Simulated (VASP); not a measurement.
A run of VASP 6.6.1 is set up as follows.

File INCAR:

```
PREC = Accurate
ENCUT = 520
EDIFF = 1E-7
ISMEAR = -1
SIGMA = 0.05
LREAL = F
LASPH = T
NELM = 80
ALGO = Normal
ISIF = 2
LWAVE = F
LCHARG = T
GGA = PE
LELF = T
LVHAR = T
NBANDS = 12
```

Contents of KPOINTS:

```
regular mesh
0
Gamma
  14 14 14
```

Contents of POSCAR:

```
Ag
1.0
    2.7771890874      0.0000000000      0.0000000000
    0.0000000000      2.7771890874      0.0000000000
    0.0000000000      0.0000000000      2.7771890874
Ag
1
Direct
    0.0000000000      0.0000000000      0.0000000000
```

Potentials or basis: VASP PAW PBE potentials, release 64 (Ag).

Launch:

```console
$ cat potpaw_PBE.64/Ag/POTCAR > POTCAR
$ mpirun -np 1 vasp_std > vasp.out
```

Task: Predict the pressure.

Result: -1.9 GPa.
